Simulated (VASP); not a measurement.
**Li2BrCl: single point with PBE**

Crystal: Li2BrCl.

```xyz
4
Lattice="1.9060 1.1004 6.2176 -1.9060 1.1004 6.2176 0.0000 -2.2008 6.2176" Properties=species:S:1:pos:R:3 pbc="T T T"
Cl    1.9060    1.1004    6.2176
Br    0.0000    0.0000    9.3264
Li    0.0000    0.0000    4.7449
Li    0.0000    0.0000   13.9080
```

This cell differs from its parent crystal: volume changed by +3%.

```
Program             : VASP 6.6.1
Task                : single point
Functional          : PBE
Potentials or basis : VASP PAW PBE potentials, release 64 (Cl, Br, Li_sv)
Cutoff              : 520 eV
k mesh              : 6 × 6 × 6
Occupations         : gaussian, width 0.01 eV
Spin                : no spin polarisation
```

```yaml
Largest_force: 0.007 eV/Å
Band_gap_on_the_k_mesh: 4.90 eV, direct
```

Forces in eV/Å, atoms in the order of the input:
```
Cl   0.000  0.000  0.000
Br   0.000  0.000  0.000
Li   0.000  0.000 -0.007
Li   0.000  0.000  0.007
```

Levels at points of the mesh, in eV from the valence-band top:
| k point | band 8 | band 9 | band 10 | band 11 | band 12 | band 13 |
| --- | --- | --- | --- | --- | --- | --- |
| (0.00, 0.00, 0.00) | -0.46 | 0.00 | 0.00 | 4.90 | 5.73 | 8.30 |
| (0.50, 0.00, 0.00) | -1.58 | -1.41 | -0.67 | 6.87 | 7.05 | 8.03 |
| (0.50, 0.50, 0.00) | -1.53 | -0.64 | -0.49 | 5.67 | 6.46 | 7.28 |
| (0.50, 0.50, 0.50) | -1.12 | -0.02 | -0.02 | 5.85 | 6.10 | 9.31 |

Wall time 73 s on 1 thread of Intel(R) Xeon(R) 6975P-C (Granite Rapids), with other jobs on the host, peak memory 0.35 GiB.

 A k mesh can miss the band edges.
